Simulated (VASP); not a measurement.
# Si2Bi: single point with PBE

The system is Si2Bi.

```
Si Bi
1.0
     3.73005    0.00000    0.00000
    -1.86502    3.23032    0.00000
     0.00000    0.00000   11.43828
Si Bi
4 2
Direct
  0.33333 0.66667 0.95682
  0.66667 0.33333 0.45682
  0.33333 0.66667 0.54318
  0.66667 0.33333 0.04318
  0.66667 0.33333 0.75000
  0.33333 0.66667 0.25000
```

The cell was generated, and may not be a known phase.

- Program: VASP 6.6.1
- Task: single point
- Functional: PBE
- Potentials or basis: VASP PAW PBE potentials, release 64 (Si, Bi_d)
- Cutoff: 520 eV
- k mesh: 12 × 12 × 4
- Occupations: gaussian, width 0.1 eV
- Spin: no spin polarisation
- Dipole correction: no
- Further INCAR settings: ALGO = Fast; EDIFF = 1e-06; NBANDS = 32

```json
{
  "Pressure": "0.0 GPa",
  "Largest force": "0.012 eV/Å",
  "Band gap on the k mesh": "zero (bands 23 and 24 overlap by 4.30 eV)"
}
```

Forces on the atoms (eV/Å):
```
Si   0.000  0.000  0.012
Si   0.000  0.000  0.012
Si   0.000  0.000 -0.012
Si   0.000  0.000 -0.012
Bi   0.000  0.000  0.000
Bi   0.000  0.000  0.000
```

Stress tensor (GPa, compression positive):
```
-0.01  0.00  0.00
 0.00 -0.01  0.00
 0.00  0.00 -0.12
```

Levels at points of the mesh, in eV from the Fermi level:
| k point | band 20 | band 21 | band 22 | band 23 | band 24 | band 25 | band 26 | band 27 |
| --- | --- | --- | --- | --- | --- | --- | --- | --- |
| (0.00, 0.00, 0.00) | -0.38 | -0.38 | 1.97 | 2.41 | 2.44 | 2.51 | 2.51 | 3.16 |
| (0.50, 0.00, 0.00) | -2.42 | -2.05 | -1.75 | -0.38 | 0.33 | 0.77 | 0.99 | 1.72 |
| (0.00, 0.00, 0.50) | -0.51 | 0.61 | 0.61 | 2.65 | 2.65 | 2.93 | 2.93 | 2.93 |
| (0.50, 0.00, 0.50) | -2.26 | -2.11 | -2.11 | -0.14 | -0.14 | 0.85 | 0.85 | 0.94 |

It took 4.6 min on 1 thread of Oxide Virtual Turin-like Processor, with other jobs on the host, peak memory 0.34 GiB.

Caveat: spin-orbit coupling is left out, which moves the levels of the heavy elements.
